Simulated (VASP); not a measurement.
# In (I4/mmm) in VASP: single point with PBE

Aim: the single point of In with PBE.

All numbers are computed with VASP 6.6.1; they aren't measurements. Logs are shortened: lines on timing, memory, paths and dates and some standing lists are left out, and cuts for length are marked.

## (1) The cell of the first run

The structure is tetragonal, space group I4/mmm (No. 139). The conventional cell has a = 3.200 Å, b = 3.200 Å, c = 5.309 Å, α = 90.00°, β = 90.00°, γ = 90.00°. Within 4.2 Å of In (site symmetry 4/mmm) lie 12 In at 3.20 to 3.49 Å.

## (2) Single point, PBE

File INCAR:

```
PREC     = Accurate       # precision mode
ENCUT    = 500            # plane-wave cutoff, eV
EDIFF    = 1E-6           # SCF threshold, eV
ISMEAR   = 0              # smearing method
SIGMA    = 0.05           # smearing width, eV
LREAL    = False          # projectors in reciprocal space
LASPH    = True           # aspherical terms in the spheres
NELM     = 120            # most SCF steps
ALGO     = Normal         # electronic algorithm
ISIF     = 2              # what is computed and relaxed
LWAVE    = False          # write WAVECAR
LCHARG   = False          # write CHGCAR
GGA      = PE             # functional
NBANDS   = 12             # bands
GGA_COMPAT= False
```

File KPOINTS:

```
Automatic mesh
0
Gamma
  8 8 8
```

File POSCAR:

```
In
1.0
   -1.5997970126      1.5997970126      2.6544095799
    1.5997970126     -1.5997970126      2.6544095799
    1.5997970126      1.5997970126     -2.6544095799
In
1
Direct
    0.0000000000      0.0000000000      0.0000000000
```

Potentials or basis: VASP PAW PBE potentials, release 64 (In_d).

Run with:

```
cat potpaw_PBE.64/In_d/POTCAR > POTCAR
mpirun -np 1 vasp_std > vasp.out
```

OUTCAR:

```text
PREC = Accurate
   ENCUT = 500
   EDIFF = 1E-6
   ISMEAR = 0
   LREAL = False
   LASPH = True
   NELM = 120
   ISIF = 2
   GGA = PE

 ion  position               nearest neighbor table
   1  0.000  0.000  0.000-

  LATTYP: Found a body centered tetragonal cell.
 ALAT       =     3.1995940252
 C/A-ratio  =     1.6592164875

  Lattice vectors:

 A1 = (  -1.5997970126,   1.5997970126,   2.6544095799)
 A2 = (   1.5997970126,  -1.5997970126,   2.6544095799)
 A3 = (   1.5997970126,   1.5997970126,  -2.6544095799)

Analysis of symmetry for initial positions (statically):
=====================================================================
 Subroutine PRICEL returns:
 Original cell was already a primitive cell.

 Routine SETGRP: Setting up the symmetry group for a
 body centered tetragonal supercell.

 Subroutine GETGRP returns: Found 16 space group operations
 (whereof 16 operations were pure point group operations)
 out of a pool of 16 trial point group operations.

The static configuration has the point symmetry D_4h.

Analysis of symmetry for dynamics (positions and initial velocities):
=====================================================================
 Subroutine PRICEL returns:
 Original cell was already a primitive cell.

 Routine SETGRP: Setting up the symmetry group for a
 body centered tetragonal supercell.

 Subroutine GETGRP returns: Found 16 space group operations
 (whereof 16 operations were pure point group operations)
 out of a pool of 16 trial point group operations.

The dynamic configuration has the point symmetry D_4h.

 Subroutine INISYM returns: Found 16 space group operations
 (whereof 16 operations are pure point group operations),
 and found     1 'primitive' translations

----------------------------------------------------------------------------------------

                                     Primitive cell

  volume of cell :      27.1743

  direct lattice vectors                    reciprocal lattice vectors
    -1.599797013  1.599797013  2.654409580     0.000000000  0.312539651  0.188365806
     1.599797013 -1.599797013  2.654409580     0.312539651  0.000000000  0.188365806
     1.599797013  1.599797013 -2.654409580     0.312539651  0.312539651  0.000000000

  length of vectors
     3.487777398  3.487777398  3.487777398     0.364914662  0.364914662  0.441997813

  position of ions in fractional coordinates (direct lattice)
[... 77 lines left out ...]
   EDIFF  = 0.1E-05   stopping-criterion for ELM
   LREAL  =      F    real-space projection
   EDIFFG = 0.1E-04   stopping-criterion for IOM
   NSW    =      0    number of steps for IOM
   IBRION =     -1    ionic relax: 0-MD 1-quasi-New 2-CG
   NFREE  =      0    steps in history (QN), initial steepest desc. (CG)
   ISIF   =      2    stress and relaxation
   ISYM   =      2    0-nonsym 1-usesym 2-fastsym
   POTIM  = 0.5000    time-step for ionic-motion
   TEBEG  =    0.0;   TEEND  =   0.0 temperature during run
   PSTRESS=    0.0 pullay stress
   NELECT =      13.0000    total number of electrons
   NUPDOWN=      -1.0000    fix difference up-down
   EMIN   =  10.00;   EMAX   =-10.00  energy-range for DOS
   EFERMI =   0.00;   METHOD = LEGACY
   ISMEAR =     0;   SIGMA  =   0.05  broadening in eV -4-tet -1-fermi 0-gaus
   EFERMI_NEDOS =   21; number of points for ismear=-14 and -15
   IALGO  =     38    algorithm
   IMIX   =      4    mixing-type and parameters
     AMIX     =   0.40;   BMIX     =  1.00
     AMIX_MAG =   1.60;   BMIX_MAG =  1.00
  volume/ion in A,a.u.               =      27.17       183.38
  Fermi-wavevector in a.u.,A,eV,Ry     =   1.280374  2.419555 22.304801  1.639357
  Thomas-Fermi vector in A             =   2.412805
   LORBIT       =      0    0 simple, 1 ext, 2 COOP (PROOUT), +10 PAW based schemes
   GGA     = PE    functional components
   LHFCALC =     F    Hartree Fock is set to
   AEXX    =    0.0000 exact exchange contribution
   IVDW    =     0    specifies the selected vdW correction
   LEPSILON=     F    determine dielectric tensor
   LRPA    =     F    only Hartree local field effects (RPA)
 non-spin polarized calculation
 Gauss-broadening in eV      SIGMA  =   0.05
  energy-cutoff  :      500.00
  volume of cell :       27.17
 maximum number of plane-waves:       712
 NGX is ok and might be reduce to    28
   NGX = 13   NGY = 13   NGZ = 13

 number of electron      12.9999999 magnetization

 Free energy of the ion-electron system (eV)
  ---------------------------------------------------
  ext. energy  EPLUGINS =         0.00000000
  ---------------------------------------------------
  free energy    TOTEN  =        -2.57417362 eV

  energy without entropy =       -2.57396647  energy(sigma->0) =       -2.57407004

 E-fermi :   7.1709     XC(G=0): -10.0728

 val. band max:        7.1489826018   @ k =   0.2500   0.2500   0.2500
 cond. band min:       7.2448513615   @ k =  -0.2500   0.2500   0.2500
 fundamental gap:      0.0958687597
 Fermi energy:         7.1708674435

 k-point     1 :       0.0000    0.0000    0.0000
  band No.  band energies     occupation
      1      -7.6726      2.00000
      2      -7.4757      2.00000
      3      -7.4388      2.00000
      4      -7.4388      2.00000
      5      -7.2725      2.00000
      6      -2.1942      2.00000
      7      17.3340      0.00000
      8      17.3340      0.00000
      9      17.3485      0.00000
     10      18.8073      0.00000
     11      20.1882      0.00000
     12      20.7695      0.00000
[... 331 lines left out ...]
 k-point    24 :       0.3750    0.1250    0.1250
  band No.  band energies     occupation
      1      -7.5347      2.00000
      2      -7.5087      2.00000
      3      -7.3956      2.00000
      4      -7.3715      2.00000
      5      -7.1864      2.00000
      6       3.7322      2.00000
      7       4.9831      2.00000
      8      11.7221      0.00000
      9      12.4788      0.00000
     10      15.7793      0.00000
     11      17.5730      0.00000
     12      23.3936      0.00000

 [... further k-points ...]
[... 5 lines left out ...]
  --------------------------------------------------------------------------------------
  -------------------------------------------------------------------------------------
  Total        0.0026098      0.0026098      0.0793307      0.0000000      0.0000000      0.0000000
  in kB        0.1538746      0.1538746      4.6772893      0.0000000      0.0000000      0.0000000
  external PRESSURE =       1.6616795 kB  Pullay stress =       0.0000000 kB

 VOLUME and BASIS-vectors are now :
 -----------------------------------------------------------------------------
  energy-cutoff  :      500.00
  volume of cell :       27.17
      direct lattice vectors                 reciprocal lattice vectors
    -1.599797013  1.599797013  2.654409580     0.000000000  0.312539651  0.188365806
     1.599797013 -1.599797013  2.654409580     0.312539651  0.000000000  0.188365806
     1.599797013  1.599797013 -2.654409580     0.312539651  0.312539651  0.000000000

 POSITION                                       TOTAL-FORCE (eV/Angst)
 -----------------------------------------------------------------------------------
      0.00000      0.00000      0.00000         0.000000      0.000000      0.000000
 -----------------------------------------------------------------------------------
    total drift:                               -0.000000     -0.000000     -0.000000

  FREE ENERGIE OF THE ION-ELECTRON SYSTEM (eV)
  ---------------------------------------------------
  free  energy   TOTEN  =        -2.5741736172 eV

  energy  without entropy=       -2.5739664678  energy(sigma->0) =       -2.57407004
```

It took 15 s on 1 thread of Intel Xeon Platinum 8259CL at 2.50GHz (Skylake/Cascade Lake), shared host; peak memory 0.16 GiB.

What came out:

- Free energy: -2.5742 eV
- Pressure: 0.2 GPa

Stress tensor (GPa, compression positive):
```
0.02 0.00 0.00
0.00 0.02 0.00
0.00 0.00 0.47
```

Caveat: spin-orbit coupling is left out, which moves the levels of the heavy elements.
